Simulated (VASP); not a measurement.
K: relaxation of cell and atoms with r2SCAN

K:

```
K
1.0
    -2.67371    2.67371    2.67371
     2.67371   -2.67371    2.67371
     2.67371    2.67371   -2.67371
K
1
Direct
  0.00000 0.00000 0.00000
```

- Program: VASP 6.6.1
- Task: relaxation of cell and atoms
- Functional: r2SCAN
- Potentials or basis: VASP PAW PBE potentials, release 64 (K_sv)
- Cutoff: 600 eV
- k mesh: 12 × 12 × 12
- Occupations: fermi-dirac, width 0.15 eV
- Spin: no spin polarisation
- Dipole correction: no
- Further INCAR settings: ALGO = Normal; EDIFF = 1e-06; IBRION = 2; EDIFFG = -0.001; NSW = 80; ISIF = 3

The relaxed volume is 77.01 Å³/atom and the relaxed cell is a = 4.642 Å, b = 4.642 Å, c = 4.642 Å, α = 109.47°, β = 109.47°, γ = 109.47°. The space group after relaxing (to 0.1 Å) is Im-3m (No. 229), the energy gained by relaxing is 0.0 meV/atom and the ionic steps are 4. The pressure after relaxing is 0.0 GPa and the band gap on the k mesh is zero (an odd number of electrons rules out a gap without spin polarisation).

Final structure:
```xyz
1
Lattice="-2.6801 2.6801 2.6801 2.6801 -2.6801 2.6801 2.6801 2.6801 -2.6801" Properties=species:S:1:pos:R:3 pbc="T T T"
K     0.0000    5.3603    0.0000
```

Levels at points of the mesh, in eV from the Fermi level:
```csv
k point,band 2,band 3,band 4,band 5,band 6,band 7
"(0.00, 0.00, 0.00)",-16.35,-16.35,-16.35,-2.23,4.72,4.72
"(0.50, 0.00, 0.00)",-16.41,-16.37,-16.35,0.58,0.63,3.48
"(0.50, 0.50, 0.50)",-16.39,-16.39,-16.39,1.81,1.81,3.66
```

Wall time 5.8 min on 1 thread of Intel(R) Xeon(R) 6975P-C (Granite Rapids), on a shared host, peak memory 0.28 GiB.

Caveat: the PAW data sets were made with another functional, which shifts forces and pressure a little. Zero-point motion and thermal expansion aren't in these numbers.
